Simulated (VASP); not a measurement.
Set up this calculation in VASP 6.6.1, as the native input.

```yaml
Task: single point
Functional: PBE
Potentials_or_basis: VASP PAW PBE potentials, release 64 (Hf_pv, N)
Cutoff: 520 eV
k_mesh: 17 × 17 × 17
Occupations: fermi-dirac, width 0.05 eV
Spin: no spin polarisation
Dipole_correction: no
Further_INCAR_settings: ALGO = Normal; EDIFF = 1e-06; NBANDS = 14
```

The structure of HfN (rocksalt type) lies in POSCAR:

```
HfN
1.0
    0.0000000000      2.0940617604      2.0940617604
    2.0940617604      0.0000000000      2.0940617604
    2.0940617604      2.0940617604      0.0000000000
Hf N
1 1
Direct
    0.0000000000      0.0000000000      0.0000000000
    0.5000000000      0.5000000000      0.5000000000
```

These files were run (other wordings do the same):

INCAR

```
SYSTEM = HfN
ALGO = Normal ; EDIFF = 1E-6
ENCUT = 520 ; GGA = PE
ISIF = 2 ; ISMEAR = -1
LASPH = .TRUE. ; LCHARG = .FALSE.
LREAL = .FALSE. ; LWAVE = .FALSE.
NBANDS = 14 ; NELM = 100
PREC = Accurate ; SIGMA = 0.05
```

KPOINTS

```
k-points
0
G
  17 17 17
  0 0 0
```

Potentials or basis: VASP PAW PBE potentials, release 64 (Hf_pv, N).

The run is started by

```bash
$ cat potpaw_PBE.64/Hf_pv/POTCAR potpaw_PBE.64/N/POTCAR > POTCAR
$ mpirun -np 1 vasp_std > vasp.out
```

Results of the run:

| Quantity | Value |
| --- | --- |
| Pressure | 107.8 GPa |

Wall time 14 s on 1 thread of Intel(R) Xeon(R) 6975P-C (Granite Rapids), with other jobs on the host, peak memory 0.17 GiB.
